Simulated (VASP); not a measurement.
# Mn (Im-3m) in VASP: single point with LDA

Aim: the single point of Mn with LDA.

Everything below comes from runs of VASP 6.6.1. Logs are shortened: lines on timing, memory, paths and dates and some standing lists are left out, and cuts for length are marked.

## Step 1: The cell of the first run

The structure is cubic, space group Im-3m (No. 229). Conventional cell: a = 2.727 Å, b = 2.727 Å, c = 2.727 Å, α = 90.00°, β = 90.00°, γ = 90.00°. Within 3.1 Å of Mn (site symmetry m-3m) lie 14 Mn at 2.36 to 2.73 Å.

## Step 2: Single point, LDA

Input file INCAR:

```
ALGO     = Normal         # electronic algorithm
EDIFF    = 1E-6           # SCF threshold, eV
ENCUT    = 520            # plane-wave cutoff, eV
GGA      = CA             # functional
ISIF     = 2              # what is computed and relaxed
ISMEAR   = -1             # smearing method
LASPH    = True           # aspherical terms in the spheres
LCHARG   = False          # write CHGCAR
LREAL    = False          # projectors in reciprocal space
LWAVE    = False          # write WAVECAR
NBANDS   = 12             # bands
NELM     = 60             # most SCF steps
PREC     = Accurate       # precision mode
SIGMA    = 0.13605693000000002 # smearing width, eV
```

Input file KPOINTS:

```
k-points
0
Gamma
  17 17 17
```

Input file POSCAR:

```
Mn
1.0
   -1.3634234684      1.3634234684      1.3634234684
    1.3634234684     -1.3634234684      1.3634234684
    1.3634234684      1.3634234684     -1.3634234684
Mn
1
Direct
    0.0000000000      0.0000000000      0.0000000000
```

Potentials or basis: VASP PAW LDA potentials, release 64 (Mn_pv).

The run is started by

```console
$ cat potpaw_LDA.64/Mn_pv/POTCAR > POTCAR
$ mpirun -np 1 vasp_std > vasp.out
```

OUTCAR:

```text
EDIFF = 1E-6
   ENCUT = 520
   GGA = CA
   ISIF = 2
   ISMEAR = -1
   LASPH = True
   LREAL = False
   NELM = 60
   PREC = Accurate

 ion  position               nearest neighbor table
   1  0.000  0.000  0.000-

  LATTYP: Found a body centered cubic cell.
 ALAT       =     2.7268469368

  Lattice vectors:

 A1 = (  -1.3634234684,   1.3634234684,   1.3634234684)
 A2 = (   1.3634234684,  -1.3634234684,   1.3634234684)
 A3 = (   1.3634234684,   1.3634234684,  -1.3634234684)

Analysis of symmetry for initial positions (statically):
=====================================================================
 Subroutine PRICEL returns:
 Original cell was already a primitive cell.

 Routine SETGRP: Setting up the symmetry group for a
 body centered cubic supercell.

 Subroutine GETGRP returns: Found 48 space group operations
 (whereof 48 operations were pure point group operations)
 out of a pool of 48 trial point group operations.

The static configuration has the point symmetry O_h .

Analysis of symmetry for dynamics (positions and initial velocities):
=====================================================================
 Subroutine PRICEL returns:
 Original cell was already a primitive cell.

 Routine SETGRP: Setting up the symmetry group for a
 body centered cubic supercell.

 Subroutine GETGRP returns: Found 48 space group operations
 (whereof 48 operations were pure point group operations)
 out of a pool of 48 trial point group operations.

The dynamic configuration has the point symmetry O_h .

 Subroutine INISYM returns: Found 48 space group operations
 (whereof 48 operations are pure point group operations),
 and found     1 'primitive' translations

----------------------------------------------------------------------------------------

                                     Primitive cell

  volume of cell :      10.1380

  direct lattice vectors                    reciprocal lattice vectors
    -1.363423468  1.363423468  1.363423468     0.000000000  0.366723921  0.366723921
     1.363423468 -1.363423468  1.363423468     0.366723921  0.000000000  0.366723921
     1.363423468  1.363423468 -1.363423468     0.366723921  0.366723921  0.000000000

  length of vectors
     2.361518720  2.361518720  2.361518720     0.518625942  0.518625942  0.518625942

  position of ions in fractional coordinates (direct lattice)
     0.000000000  0.000000000  0.000000000

  ion indices of the primitive-cell ions
   primitive index   ion index
                 1           1

----------------------------------------------------------------------------------------

 KPOINTS: k-points

Automatic generation of k-mesh.
 Grid dimensions read from file:
 generate k-points for:   17   17   17

 Generating k-lattice:

  Cartesian coordinates                     Fractional coordinates (reciprocal lattice)
     0.000000000  0.021571995  0.021571995     0.058823529  0.000000000  0.000000000
     0.021571995  0.000000000  0.021571995     0.000000000  0.058823529  0.000000000
     0.021571995  0.021571995  0.000000000     0.000000000  0.000000000  0.058823529

  Length of vectors
     0.030507408  0.030507408  0.030507408

  Shift w.r.t. Gamma in fractional coordinates (k-lattice)
     0.000000000  0.000000000  0.000000000

 Subroutine IBZKPT returns following result:
 ===========================================

 Found    165 irreducible k-points:

 Following reciprocal coordinates:
            Coordinates               Weight
  0.000000  0.000000  0.000000      1.000000
  0.058824  0.000000  0.000000     12.000000
  0.117647  0.000000  0.000000     12.000000
  0.176471  0.000000  0.000000     12.000000
  0.235294  0.000000  0.000000     12.000000
  0.294118  0.000000  0.000000     12.000000
[... 16 lines left out ...]
  0.411765  0.117647  0.000000     48.000000
  0.176471  0.176471  0.000000     24.000000
 [... further k-points ...]
   k-points           NKPTS =    165   k-points in BZ     NKDIM =    165   number of bands    NBANDS=     12
   number of dos      NEDOS =    301   number of ions     NIONS =      1
   total plane-waves  NPLWV =   5832
   dimension x,y,z NGX =    18 NGY =   18 NGZ =   18
   dimension x,y,z NGXF=    36 NGYF=   36 NGZF=   36
   ions per type =               1
   NGX,Y,Z   is equivalent  to a cutoff of  12.67, 12.67, 12.67 a.u.
   NGXF,Y,Z  is equivalent  to a cutoff of  25.34, 25.34, 25.34 a.u.
 SYSTEM =  unknown system
   PREC   = accura    normal or accurate (medium, high low for compatibility)
   ISTART =      0    job   : 0-new  1-cont  2-samecut
   ICHARG =      2    charge: 1-file 2-atom 10-const
   ISPIN  =      1    spin polarized calculation?
   LNONCOLLINEAR =      F non collinear calculations
   LSORBIT =      F    spin-orbit coupling
   LASPH  =      T    aspherical Exc in radial PAW
   ENCUT  =  520.0 eV  38.22 Ry    6.18 a.u.   4.39  4.39  4.39*2*pi/ulx,y,z
   NELM   =     60;   NELMIN=  2; NELMDL= -5     # of ELM steps
   EDIFF  = 0.1E-05   stopping-criterion for ELM
   LREAL  =      F    real-space projection
   EDIFFG = 0.1E-04   stopping-criterion for IOM
   NSW    =      0    number of steps for IOM
   IBRION =     -1    ionic relax: 0-MD 1-quasi-New 2-CG
   NFREE  =      0    steps in history (QN), initial steepest desc. (CG)
   ISIF   =      2    stress and relaxation
   ISYM   =      2    0-nonsym 1-usesym 2-fastsym
   POTIM  = 0.5000    time-step for ionic-motion
   TEBEG  =    0.0;   TEEND  =   0.0 temperature during run
   PSTRESS=    0.0 pullay stress
   NELECT =      13.0000    total number of electrons
   NUPDOWN=      -1.0000    fix difference up-down
   EMIN   =  10.00;   EMAX   =-10.00  energy-range for DOS
   EFERMI =   0.00;   METHOD = LEGACY
   ISMEAR =    -1;   SIGMA  =   0.14  broadening in eV -4-tet -1-fermi 0-gaus
   EFERMI_NEDOS =   21; number of points for ismear=-14 and -15
   IALGO  =     38    algorithm
   IMIX   =      4    mixing-type and parameters
     AMIX     =   0.40;   BMIX     =  1.00
     AMIX_MAG =   1.60;   BMIX_MAG =  1.00
  volume/ion in A,a.u.               =      10.14        68.41
  Fermi-wavevector in a.u.,A,eV,Ry     =   1.778574  3.361017 43.039639  3.163324
  Thomas-Fermi vector in A             =   2.843740
   LORBIT       =      0    0 simple, 1 ext, 2 COOP (PROOUT), +10 PAW based schemes
   GGA     = CA    functional components
   LHFCALC =     F    Hartree Fock is set to
   AEXX    =    0.0000 exact exchange contribution
   IVDW    =     0    specifies the selected vdW correction
   LEPSILON=     F    determine dielectric tensor
   LRPA    =     F    only Hartree local field effects (RPA)
 non-spin polarized calculation
  energy-cutoff  :      520.00
  volume of cell :       10.14
 maximum number of plane-waves:       281
 NGX is ok and might be reduce to    18
   NGX =  9   NGY =  9   NGZ =  9

 number of electron      12.9999987 magnetization

 Free energy of the ion-electron system (eV)
  ---------------------------------------------------
  ext. energy  EPLUGINS =         0.00000000
  ---------------------------------------------------
  free energy    TOTEN  =       -10.07928658 eV

  energy without entropy =       -9.95979722  energy(sigma->0) =      -10.01954190

 E-fermi :  11.5107     XC(G=0): -14.7343

 val. band max:       11.5087289299   @ k =   0.4706   0.0588   0.0000
 cond. band min:      11.5161362377   @ k =  -0.4706   0.4706   0.2941
 fundamental gap:      0.0074073079
 Fermi energy:        11.5107422152

 k-point     1 :       0.0000    0.0000    0.0000
  band No.  band energies     occupation
      1     -36.0188      2.00000
      2     -36.0188      2.00000
      3     -36.0188      2.00000
      4       2.6659      2.00000
      5       9.8069      1.99999
      6       9.8069      1.99999
      7       9.8069      1.99999
      8      11.8559      0.14658
      9      11.8559      0.14658
     10      35.7690      0.00000
     11      35.7690      0.00000
     12      35.7690      0.00000

 k-point     2 :       0.0588    0.0000    0.0000
  band No.  band energies     occupation
      1     -36.0523      2.00000
      2     -36.0291      2.00000
      3     -36.0190      2.00000
      4       2.8293      2.00000
      5       9.7469      2.00000
      6       9.7985      1.99999
      7       9.9144      1.99998
      8      11.7900      0.22760
      9      11.8603      0.14227
     10      35.3188      0.00000
     11      35.7072      0.00000
     12      35.8654      0.00000

 k-point     3 :       0.1176    0.0000    0.0000
  band No.  band energies     occupation
      1     -36.1475      2.00000
      2     -36.0586      2.00000
      3     -36.0196      2.00000
      4       3.3040      2.00000
      5       9.5780      2.00000
      6       9.7552      2.00000
      7      10.2287      1.99984
      8      11.6408      0.55550
      9      11.8753      0.12840
     10      34.0681      0.00000
     11      35.3812      0.00000
     12      36.1305      0.00000
[... 286 lines left out ...]
 k-point    23 :       0.4118    0.1176    0.0000
  band No.  band energies     occupation
      1     -36.9190      2.00000
      2     -36.3562      2.00000
      3     -36.0691      2.00000
      4       6.5689      2.00000
      5       8.2947      2.00000
      6      10.6413      1.99665
      7      11.8178      0.18949
      8      12.5997      0.00067
      9      15.1175      0.00000
     10      21.7097      0.00000
     11      28.7391      0.00000
     12      32.7839      0.00000

 k-point    24 :       0.1765    0.1765    0.0000
  band No.  band energies     occupation
      1     -36.6235      2.00000
      2     -36.2157      2.00000
      3     -36.0802      2.00000
      4       6.1136      2.00000
      5       8.8152      2.00000
      6       9.0242      2.00000
      7      11.3713      1.47183
      8      12.1712      0.01547
      9      12.7056      0.00031
     10      28.6624      0.00000
     11      29.7174      0.00000
     12      35.6999      0.00000

 [... further k-points ...]
[... 5 lines left out ...]
  --------------------------------------------------------------------------------------
  -------------------------------------------------------------------------------------
  Total        0.0440083      0.0440083      0.0440083      0.0000000      0.0000000     -0.0000000
  in kB        6.9549259      6.9549259      6.9549259      0.0000000      0.0000000     -0.0000000
  external PRESSURE =       6.9549259 kB  Pullay stress =       0.0000000 kB

 VOLUME and BASIS-vectors are now :
 -----------------------------------------------------------------------------
  energy-cutoff  :      520.00
  volume of cell :       10.14
      direct lattice vectors                 reciprocal lattice vectors
    -1.363423468  1.363423468  1.363423468     0.000000000  0.366723921  0.366723921
     1.363423468 -1.363423468  1.363423468     0.366723921  0.000000000  0.366723921
     1.363423468  1.363423468 -1.363423468     0.366723921  0.366723921  0.000000000

 POSITION                                       TOTAL-FORCE (eV/Angst)
 -----------------------------------------------------------------------------------
      0.00000      0.00000      0.00000        -0.000000      0.000000     -0.000000
 -----------------------------------------------------------------------------------
    total drift:                                0.000000      0.000000      0.000000

  FREE ENERGIE OF THE ION-ELECTRON SYSTEM (eV)
  ---------------------------------------------------
  free  energy   TOTEN  =       -10.0792865781 eV

  energy  without entropy=       -9.9597972180  energy(sigma->0) =      -10.01954190
```

Wall time 18 s (1 thread of Intel Xeon 8259CL, shared host); peak memory 0.13 GiB.

Results:

| Quantity | Value |
| --- | --- |
| Free energy | -10.0793 eV |
| Pressure | 0.7 GPa |

Caveat: the run has no spin polarisation, though such a crystal can be magnetic.
